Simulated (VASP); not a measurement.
Write the native input for VASP 6.6.1 that does the following.

- Task: single point
- Functional: LDA
- Potentials or basis: VASP PAW LDA potentials, release 64 (B)
- Cutoff: 520 eV
- k mesh: 8 × 8 × 7
- Occupations: fermi-dirac, width 0.1 eV
- Spin: no spin polarisation
- Dipole correction: no
- Further INCAR settings: ALGO = Normal; EDIFF = 1e-06; NBANDS = 8

The structure of B lies in POSCAR:

```
B
1.0
    3.2782370000      0.0000000000      0.0000000000
   -1.6391180000      2.8390360000      0.0000000000
    0.0000000000      0.0000000000      3.1429130000
B
1
Direct
    0.0000000000      0.0000000000      0.5000000000
```

The input as run:

INCAR

```
SYSTEM = B
ALGO     = Normal         ! electronic algorithm
EDIFF    = 1E-6           ! SCF threshold, eV
ENCUT    = 520            ! plane-wave cutoff, eV
ISIF     = 2              ! what is computed and relaxed
ISMEAR   = -1             ! smearing method
LASPH    = .True.         ! aspherical terms in the spheres
LCHARG   = .True.         ! write CHGCAR
LELF     = .True.         ! ELF
LREAL    = .False.        ! projectors in reciprocal space
LVHAR    = .True.       
LWAVE    = .False.        ! write WAVECAR
NBANDS   = 8              ! bands
NELM     = 60             ! most SCF steps
PREC     = Accurate       ! precision mode
SIGMA    = 0.1            ! smearing width, eV
```

KPOINTS

```
k-points
0
Gamma
  8 8 7
  0 0 0
```

Potentials or basis: VASP PAW LDA potentials, release 64 (B).

Launch:

```sh
$ cat potpaw_LDA.64/B/POTCAR > POTCAR
$ mpirun -np 1 vasp_std > vasp.out
```

Results of the run:

The pressure is -12.2 GPa.

Run time: 6.9 s on 1 thread of Intel(R) Xeon(R) Platinum 8259CL CPU @ 2.50GHz (Skylake/Cascade Lake) (shared host), peak memory 0.11 GiB.
